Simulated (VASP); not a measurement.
# Li (Fm-3m) in VASP: further runs, part 2 of 3

VASP 6.6.1. Earlier steps stand in the parts before.

### 3 Electric field gradients, PBEsol (21.14 Å³/atom)

This run uses another cell than the first one, of 21.14 Å³/atom.

Contents of INCAR:

```
SYSTEM = Li
PREC = Accurate
ENCUT = 650
EDIFF = 1E-8
ISMEAR = -1
SIGMA = 0.08
LREAL = .False.
LASPH = .True.
NELM = 120
ALGO = Normal
ISIF = 2
LWAVE = .False.
LCHARG = .False.
GGA = PS
LEFG = .True.
NBANDS = 8
GGA_COMPAT = .False.
```

Contents of KPOINTS:

```
regular mesh
0
Gamma
  13 13 13
  0 0 0
```

Contents of POSCAR:

```
Li
1.0
    0.0000000000      2.1946353965      2.1946353965
    2.1946353965      0.0000000000      2.1946353965
    2.1946353965      2.1946353965      0.0000000000
Li
1
Direct
    0.0000000000      0.0000000000      0.0000000000
```

Potentials or basis: VASP PAW PBE potentials, release 64 (Li_sv).

Run with:

```
cat potpaw_PBE.64/Li_sv/POTCAR > POTCAR
mpirun -np 1 vasp_std > vasp.out
```

OUTCAR:

```text
SYSTEM = Li
   PREC = Accurate
   ENCUT = 650
   EDIFF = 1E-8
   ISMEAR = -1
   LREAL = .False.
   LASPH = .True.
   NELM = 120
   ISIF = 2
   GGA = PS

 ion  position               nearest neighbor table
   1  0.000  0.000  0.000-

  LATTYP: Found a face centered cubic cell.
 ALAT       =     4.3892707930

  Lattice vectors:

 A1 = (   0.0000000000,   2.1946353965,   2.1946353965)
 A2 = (   2.1946353965,   0.0000000000,   2.1946353965)
 A3 = (   2.1946353965,   2.1946353965,   0.0000000000)

[... 468 lines left out ...]
    total drift:                               -0.000000     -0.000000     -0.000000

  FREE ENERGIE OF THE ION-ELECTRON SYSTEM (eV)
  ---------------------------------------------------
  free  energy   TOTEN  =        -1.9698079866 eV

  energy  without entropy=       -1.9573069465  energy(sigma->0) =       -1.96355747

 Electric field gradients (V/A^2)
---------------------------------------------------------------------
 ion       V_xx      V_yy      V_zz      V_xy      V_xz      V_yz
---------------------------------------------------------------------
   1       0.000    -0.000    -0.000     0.002     0.002     0.002
---------------------------------------------------------------------

 Electric field gradients after diagonalization (V/A^2)
 (convention: |V_zz| > |V_xx| > |V_yy|)
----------------------------------------------------------------------
 ion       V_xx      V_yy      V_zz     asymmetry (V_yy - V_xx)/ V_zz
----------------------------------------------------------------------
   1      -0.002    -0.002     0.004       0.000
----------------------------------------------------------------------

           NMR quadrupolar parameters

 Cq : quadrupolar parameter    Cq=e*Q*V_zz/h
 eta: asymmetry parameters     (V_yy - V_xx)/ V_zz
 Q  : nuclear electric quadrupole moment in mb (millibarn)
----------------------------------------------------------------------
 ion       Cq(MHz)       eta       Q (mb)
----------------------------------------------------------------------
   1       0.000       0.000       1.000
----------------------------------------------------------------------
```

stdout:

```text
POSCAR found type information on POSCAR Li
 POSCAR found :  1 types and       1 ions
 scaLAPACK will be used
 -----------------------------------------------------------------------------
|                                                                             |
|                                                                             |
|     You enforced a specific xc type in the INCAR file but a different       |
|     I HOPE YOU KNOW WHAT YOU ARE DOING!                                     |
|                                                                             |
 -----------------------------------------------------------------------------

 LDA part: xc-table for (Slater+PW92), standard interpolation
 POSCAR, INCAR and KPOINTS ok, starting setup
 FFT: planning ... GRIDC
 FFT: planning ... GRID_SOFT
 FFT: planning ... GRID
 WAVECAR not read
 entering main loop
ion   1
```

Run time: 8.2 s. Hardware: 1 thread of AMD EPYC 9R45 (Zen 5), shared host; peak memory 0.12 GiB.

What came out:

- Free energy: -1.9698 eV
- Pressure: -0.7 GPa
- Band gap on the k mesh: zero (an odd number of electrons rules out a gap without spin polarisation)
- Largest electric field gradient by atom: under 0.05 V/Å² on every atom

Caveat: the PAW data sets were made with another functional, which shifts forces and pressure a little.

### 4 Electric field gradients, PBEsol (21.14 Å³/atom)

This run uses another cell than the first one, of 21.14 Å³/atom.

Contents of INCAR:

```
PREC = Accurate
ENCUT = 650
EDIFF = 1E-8
ISMEAR = -1
SIGMA = 0.08
LREAL = False
LASPH = True
NELM = 120
ALGO = Normal
ISIF = 2
LWAVE = False
LCHARG = False
GGA = PS
LEFG = True
NBANDS = 8
GGA_COMPAT = False
```

Contents of KPOINTS:

```
regular mesh
0
Gamma
  13 13 13
```

POSCAR is that of step 3.

Potentials or basis: VASP PAW PBE potentials, release 64 (Li_sv).

Run with:

```
cat potpaw_PBE.64/Li_sv/POTCAR > POTCAR
mpirun -np 1 vasp_std > vasp.out
```

OUTCAR:

```text
PREC = Accurate
   ENCUT = 650
   EDIFF = 1E-8
   ISMEAR = -1
   LREAL = False
   LASPH = True
   NELM = 120
   ISIF = 2
   GGA = PS

 ion  position               nearest neighbor table
   1  0.000  0.000  0.000-

  LATTYP: Found a face centered cubic cell.
 ALAT       =     4.3892707930

  Lattice vectors:

 A1 = (   0.0000000000,   2.1946353965,   2.1946353965)
 A2 = (   2.1946353965,   0.0000000000,   2.1946353965)
 A3 = (   2.1946353965,   2.1946353965,   0.0000000000)

Analysis of symmetry for initial positions (statically):
=====================================================================
 Subroutine PRICEL returns:
 Original cell was already a primitive cell.

 Routine SETGRP: Setting up the symmetry group for a
 face centered cubic supercell.

 Subroutine GETGRP returns: Found 48 space group operations
 (whereof 48 operations were pure point group operations)
 out of a pool of 48 trial point group operations.

The static configuration has the point symmetry O_h .

Analysis of symmetry for dynamics (positions and initial velocities):
=====================================================================
 Subroutine PRICEL returns:
 Original cell was already a primitive cell.

 Routine SETGRP: Setting up the symmetry group for a
 face centered cubic supercell.

 Subroutine GETGRP returns: Found 48 space group operations
 (whereof 48 operations were pure point group operations)
 out of a pool of 48 trial point group operations.

The dynamic configuration has the point symmetry O_h .

 Subroutine INISYM returns: Found 48 space group operations
 (whereof 48 operations are pure point group operations),
 and found     1 'primitive' translations

----------------------------------------------------------------------------------------

                                     Primitive cell

  volume of cell :      21.1406

  direct lattice vectors                    reciprocal lattice vectors
     0.000000000  2.194635396  2.194635396    -0.227828277  0.227828277  0.227828277
     2.194635396  0.000000000  2.194635396     0.227828277 -0.227828277  0.227828277
     2.194635396  2.194635396  0.000000000     0.227828277  0.227828277 -0.227828277

  length of vectors
     3.103683142  3.103683142  3.103683142     0.394610150  0.394610150  0.394610150

  position of ions in fractional coordinates (direct lattice)
     0.000000000  0.000000000  0.000000000

  ion indices of the primitive-cell ions
   primitive index   ion index
                 1           1

----------------------------------------------------------------------------------------

 KPOINTS: regular mesh

Automatic generation of k-mesh.
 Grid dimensions read from file:
 generate k-points for:   13   13   13

 Generating k-lattice:
[... 60 lines left out ...]
   ENCUT  =  650.0 eV  47.77 Ry    6.91 a.u.   6.45  6.45  6.45*2*pi/ulx,y,z
   NELM   =    120;   NELMIN=  2; NELMDL= -5     # of ELM steps
   EDIFF  = 0.1E-07   stopping-criterion for ELM
   LREAL  =      F    real-space projection
   EDIFFG = 0.1E-06   stopping-criterion for IOM
   NSW    =      0    number of steps for IOM
   IBRION =     -1    ionic relax: 0-MD 1-quasi-New 2-CG
   NFREE  =      0    steps in history (QN), initial steepest desc. (CG)
   ISIF   =      2    stress and relaxation
   ISYM   =      2    0-nonsym 1-usesym 2-fastsym
   POTIM  = 0.5000    time-step for ionic-motion
   TEBEG  =    0.0;   TEEND  =   0.0 temperature during run
   PSTRESS=    0.0 pullay stress
   NELECT =       3.0000    total number of electrons
   NUPDOWN=      -1.0000    fix difference up-down
   EMIN   =  10.00;   EMAX   =-10.00  energy-range for DOS
   EFERMI =   0.00;   METHOD = LEGACY
   ISMEAR =    -1;   SIGMA  =   0.08  broadening in eV -4-tet -1-fermi 0-gaus
   EFERMI_NEDOS =   21; number of points for ismear=-14 and -15
   IALGO  =     38    algorithm
   IMIX   =      4    mixing-type and parameters
     AMIX     =   0.40;   BMIX     =  1.00
     AMIX_MAG =   1.60;   BMIX_MAG =  1.00
  volume/ion in A,a.u.               =      21.14       142.66
  Fermi-wavevector in a.u.,A,eV,Ry     =   0.853905  1.613646  9.920738  0.729154
  Thomas-Fermi vector in A             =   1.970419
   LORBIT       =      0    0 simple, 1 ext, 2 COOP (PROOUT), +10 PAW based schemes
   GGA     = PS    functional components
   LHFCALC =     F    Hartree Fock is set to
   AEXX    =    0.0000 exact exchange contribution
   IVDW    =     0    specifies the selected vdW correction
   LEPSILON=     F    determine dielectric tensor
   LRPA    =     F    only Hartree local field effects (RPA)
 non-spin polarized calculation
  energy-cutoff  :      650.00
  volume of cell :       21.14
 maximum number of plane-waves:       821
 NGX is ok and might be reduce to    28
   NGX = 13   NGY = 13   NGZ = 13

 number of electron       2.9999998 magnetization

 Free energy of the ion-electron system (eV)
  ---------------------------------------------------
  ext. energy  EPLUGINS =         0.00000000
  ---------------------------------------------------
  free energy    TOTEN  =        -1.96980799 eV

  energy without entropy =       -1.95730695  energy(sigma->0) =       -1.96355747

 E-fermi :   0.5320     XC(G=0):  -6.9162

 val. band max:        0.5020250275   @ k =  -0.2308   0.3077   0.0769
 cond. band min:       0.5620797139   @ k =  -0.3846   0.1538   0.0000
 fundamental gap:      0.0600546864
 Fermi energy:         0.5320254913

 k-point     1 :       0.0000    0.0000    0.0000
  band No.  band energies     occupation
      1     -45.4677      2.00000
      2      -2.9936      2.00000
      3      14.4694      0.00000
      4      14.4694      0.00000
      5      14.4694      0.00000
      6      18.2452      0.00000
      7      18.2452      0.00000
      8      18.2452      0.00000
[... 243 lines left out ...]
 k-point    24 :       0.4615    0.1538    0.0000
  band No.  band energies     occupation
      1     -45.4511      2.00000
      2       0.2552      1.93907
      3       4.5378      0.00000
      4      11.0847      0.00000
      5      11.1330      0.00000
      6      14.4133      0.00000
      7      19.6441      0.00000
      8      19.9011      0.00000

 [... further k-points ...]
[... 5 lines left out ...]
  --------------------------------------------------------------------------------------
  -------------------------------------------------------------------------------------
  Total       -0.0967767     -0.0967767     -0.0967767     -0.0000000      0.0000000      0.0000000
  in kB       -7.3343967     -7.3343967     -7.3343967     -0.0000000      0.0000000      0.0000000
  external PRESSURE =      -7.3343967 kB  Pullay stress =       0.0000000 kB

 VOLUME and BASIS-vectors are now :
 -----------------------------------------------------------------------------
  energy-cutoff  :      650.00
  volume of cell :       21.14
      direct lattice vectors                 reciprocal lattice vectors
     0.000000000  2.194635396  2.194635396    -0.227828277  0.227828277  0.227828277
     2.194635396  0.000000000  2.194635396     0.227828277 -0.227828277  0.227828277
     2.194635396  2.194635396  0.000000000     0.227828277  0.227828277 -0.227828277

 POSITION                                       TOTAL-FORCE (eV/Angst)
 -----------------------------------------------------------------------------------
      0.00000      0.00000      0.00000        -0.000000      0.000000     -0.000000
 -----------------------------------------------------------------------------------
    total drift:                               -0.000000     -0.000000     -0.000000

  FREE ENERGIE OF THE ION-ELECTRON SYSTEM (eV)
  ---------------------------------------------------
  free  energy   TOTEN  =        -1.9698079866 eV

  energy  without entropy=       -1.9573069465  energy(sigma->0) =       -1.96355747

 Electric field gradients (V/A^2)
---------------------------------------------------------------------
 ion       V_xx      V_yy      V_zz      V_xy      V_xz      V_yz
---------------------------------------------------------------------
   1       0.000    -0.000    -0.000     0.002     0.002     0.002
---------------------------------------------------------------------

 Electric field gradients after diagonalization (V/A^2)
 (convention: |V_zz| > |V_xx| > |V_yy|)
----------------------------------------------------------------------
 ion       V_xx      V_yy      V_zz     asymmetry (V_yy - V_xx)/ V_zz
----------------------------------------------------------------------
   1      -0.002    -0.002     0.004       0.000
----------------------------------------------------------------------

           NMR quadrupolar parameters

 Cq : quadrupolar parameter    Cq=e*Q*V_zz/h
 eta: asymmetry parameters     (V_yy - V_xx)/ V_zz
 Q  : nuclear electric quadrupole moment in mb (millibarn)
----------------------------------------------------------------------
 ion       Cq(MHz)       eta       Q (mb)
----------------------------------------------------------------------
   1       0.000       0.000       1.000
----------------------------------------------------------------------
```

OSZICAR:

```text
N       E                     dE             d eps       ncg     rms          rms(c)
DAV:   1     0.531594343571E-01    0.53159E-01   -0.74989E+02  1352   0.280E+02
DAV:   2    -0.192008897588E+01   -0.19732E+01   -0.19368E+01  1944   0.374E+01
DAV:   3    -0.197168393791E+01   -0.51595E-01   -0.51587E-01  1608   0.409E+00
DAV:   4    -0.197249147263E+01   -0.80753E-03   -0.80753E-03  2096   0.459E-01
DAV:   5    -0.197249243812E+01   -0.96549E-06   -0.96550E-06  1744   0.155E-02    0.399E-01
DAV:   6    -0.197075082708E+01    0.17416E-02   -0.61234E-04  1984   0.112E-01    0.223E-01
DAV:   7    -0.196979726662E+01    0.95356E-03   -0.13350E-03  1848   0.171E-01    0.272E-02
DAV:   8    -0.196980988376E+01   -0.12617E-04   -0.13045E-04  1568   0.617E-02    0.292E-03
DAV:   9    -0.196980875126E+01    0.11325E-05   -0.17538E-06  1960   0.899E-03    0.569E-04
DAV:  10    -0.196980811585E+01    0.63541E-06   -0.61497E-08  1600   0.154E-03    0.746E-05
DAV:  11    -0.196980800822E+01    0.10763E-06   -0.25472E-09  1344   0.511E-04    0.487E-05
DAV:  12    -0.196980799119E+01    0.17029E-07   -0.57562E-10   888   0.159E-04    0.152E-05
DAV:  13    -0.196980798658E+01    0.46119E-08   -0.78021E-11   848   0.919E-05
   1 F= -.19698080E+01 E0= -.19635575E+01  d E =-.125010E-01
```

It took 8.3 s on 1 thread of AMD EPYC 9R45 (Zen 5), shared host; peak memory 0.12 GiB.

What came out:

| Item | Value |
| --- | --- |
| Free energy | -1.9698 eV |
| Pressure | -0.7 GPa |
| Band gap on the k mesh | zero (an odd number of electrons rules out a gap without spin polarisation) |
| Largest electric field gradient by atom | under 0.05 V/Å² on every atom |

Caveat: the PAW data sets were made with another functional, which shifts forces and pressure a little.

(Part 2 of 3 ends here.)

The gap in the log of VASP goes by the Fermi energy; the results here count the filled bands.